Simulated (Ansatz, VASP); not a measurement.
## Si15C17: VASP beside Ansatz

INCAR

```
ALGO = Normal ; EDIFF = 1E-7
EDIFFG = -0.025 ; ENCUT = 520
GGA = PE ; GGA_COMPAT = False
IBRION = 2 ; ISIF = 2
ISMEAR = 0 ; LASPH = True
LCHARG = False ; LREAL = Auto
LWAVE = False ; NELM = 120
NELMIN = 4 ; NSW = 65
PREC = Accurate ; SIGMA = 0.01
```

Contents of KPOINTS:

```
k-points
0
Gamma
  2 2 2
```

File POSCAR:

```
Si15C17
1.0
    6.1882403624     -0.0000000001      0.0000000000
   -3.0941201812     -5.3591733585      0.0000000000
    0.0000000000      0.0000000000    -10.1293391981
C Si
17 15
Direct
    0.1666666667      0.3333333333      0.0621558122
    0.1666666667      0.3333333333      0.2501925541
    0.6666666667      0.3333333333      0.2501925541
    0.1666666667      0.8333333333      0.2501925541
    0.6666666667      0.8333333333      0.2501925541
    0.8333333333      0.1666666667      0.7501925541
    0.3333333333      0.1666666667      0.7501925541
    0.8333333333      0.6666666667      0.7501925541
    0.3333333333      0.6666666667      0.7501925541
    0.0000000000      0.0000000000      0.4995521901
    0.5000000000      0.0000000000      0.4995521901
    0.0000000000      0.5000000000      0.4995521901
    0.5000000000      0.5000000000      0.4995521901
    0.0000000000      0.0000000000      0.9995521901
    0.5000000000      0.0000000000      0.9995521901
    0.0000000000      0.5000000000      0.9995521901
    0.5000000000      0.5000000000      0.9995521901
    0.6666666667      0.3333333333      0.0621558122
    0.1666666667      0.8333333333      0.0621558122
    0.6666666667      0.8333333333      0.0621558122
    0.8333333333      0.1666666667      0.5621558122
    0.3333333333      0.1666666667      0.5621558122
    0.8333333333      0.6666666667      0.5621558122
    0.3333333333      0.6666666667      0.5621558122
    0.0000000000      0.5000000000      0.3121004435
    0.5000000000      0.5000000000      0.3121004435
    0.0000000000      1.0000000000      0.3121004435
    0.5000000000      1.0000000000      0.3121004435
    0.0000000000      0.5000000000      0.8121004435
    0.5000000000      0.5000000000      0.8121004435
    0.0000000000      1.0000000000      0.8121004435
    0.5000000000      1.0000000000      0.8121004435
```

Input for Ansatz:

```yaml
crystal:
  lattice:
    - [6.1882403624, -1.0e-10, 0.0]
    - [-3.0941201812, -5.3591733585, 0.0]
    - [0.0, 0.0, -10.1293391981]
  atoms:
    - { symbol: C, position: [0.1666666667, 0.3333333333, 0.0621558122] }
    - { symbol: Si, position: [0.6666666667, 0.3333333333, 0.0621558122] }
    - { symbol: Si, position: [0.1666666667, 0.8333333333, 0.0621558122] }
    - { symbol: Si, position: [0.6666666667, 0.8333333333, 0.0621558122] }
    - { symbol: Si, position: [0.8333333333, 0.1666666667, 0.5621558122] }
    - { symbol: Si, position: [0.3333333333, 0.1666666667, 0.5621558122] }
    - { symbol: Si, position: [0.8333333333, 0.6666666667, 0.5621558122] }
    - { symbol: Si, position: [0.3333333333, 0.6666666667, 0.5621558122] }
    - { symbol: Si, position: [0.0, 0.5, 0.3121004435] }
    - { symbol: Si, position: [0.5, 0.5, 0.3121004435] }
    - { symbol: Si, position: [0.0, 1.0, 0.3121004435] }
    - { symbol: Si, position: [0.5, 1.0, 0.3121004435] }
    - { symbol: Si, position: [0.0, 0.5, 0.8121004435] }
    - { symbol: Si, position: [0.5, 0.5, 0.8121004435] }
    - { symbol: Si, position: [0.0, 1.0, 0.8121004435] }
    - { symbol: Si, position: [0.5, 1.0, 0.8121004435] }
    - { symbol: C, position: [0.1666666667, 0.3333333333, 0.2501925541] }
    - { symbol: C, position: [0.6666666667, 0.3333333333, 0.2501925541] }
    - { symbol: C, position: [0.1666666667, 0.8333333333, 0.2501925541] }
    - { symbol: C, position: [0.6666666667, 0.8333333333, 0.2501925541] }
    - { symbol: C, position: [0.8333333333, 0.1666666667, 0.7501925541] }
    - { symbol: C, position: [0.3333333333, 0.1666666667, 0.7501925541] }
    - { symbol: C, position: [0.8333333333, 0.6666666667, 0.7501925541] }
    - { symbol: C, position: [0.3333333333, 0.6666666667, 0.7501925541] }
    - { symbol: C, position: [0.0, 0.0, 0.4995521901] }
    - { symbol: C, position: [0.5, 0.0, 0.4995521901] }
    - { symbol: C, position: [0.0, 0.5, 0.4995521901] }
    - { symbol: C, position: [0.5, 0.5, 0.4995521901] }
    - { symbol: C, position: [0.0, 0.0, 0.9995521901] }
    - { symbol: C, position: [0.5, 0.0, 0.9995521901] }
    - { symbol: C, position: [0.0, 0.5, 0.9995521901] }
    - { symbol: C, position: [0.5, 0.5, 0.9995521901] }
  host:
    lattice:
      - [3.0941201812, 0.0, 0.0]
      - [-1.5470600906, 2.6795866793, 0.0]
      - [0.0, 0.0, 10.1293391981]
    atoms:
      - { symbol: Si, position: [0.6666666667, 0.3333333333, 0.9378441878] }
      - { symbol: Si, position: [0.3333333333, 0.6666666667, 0.4378441878] }
      - { symbol: Si, position: [0.0, 0.0, 0.6878995565] }
      - { symbol: Si, position: [0.0, 0.0, 0.1878995565] }
      - { symbol: C, position: [0.6666666667, 0.3333333333, 0.7498074459] }
      - { symbol: C, position: [0.3333333333, 0.6666666667, 0.2498074459] }
      - { symbol: C, position: [0.0, 0.0, 0.5004478099] }
      - { symbol: C, position: [0.0, 0.0, 0.0004478099] }
basis:
  ecutwfc: 420
  xc_grid: 2
kpoints:
  mp_grid: { grid: [2, 2, 2], shift: [0.0, 0.0, 0.0] }
hamiltonian:
  xc: pbe
scf:
  occupations: { method: gaussian, width: 0.01 }
output:
  forces: true
  stress: false
  eigenvalues: true
  charged_corrections:
    defect_position: [0.16666667, 0.33333333, 0.06215581]
    epsilon: [[10.3446, 0.0, 0.0], [0.0, 10.3446, 0.0], [0.0, 0.0, 11.0257]]
  write_density: true
  write_potential: true
  elf: true
  volumetric_format: npy
relax:
  adjacent_minimum: "off"
  f_tol: 0.025
  max_steps: 45
```

Alike in both runs: task relaxation of the atoms; functional PBE; k mesh 2 × 2 × 2; occupations gaussian, width 0.01 eV; no spin polarisation.

```csv
,VASP,Ansatz
version,VASP 6.6.1,Ansatz 0.2.0
potentials or method,"VASP PAW PBE potentials, release 64 (C, Si), cutoff 520 eV","scalar-relativistic, plane waves, PAW"
valence electrons in the cell,128,128
```

```tsv
	VASP	Ansatz	Ansatz less VASP
gap on the k mesh at the Fermi level, each at its own relaxed structure (eV)	2.00	2.00	+0.001
```

The k mesh is coarse, so the values compare programs but aren't converged.
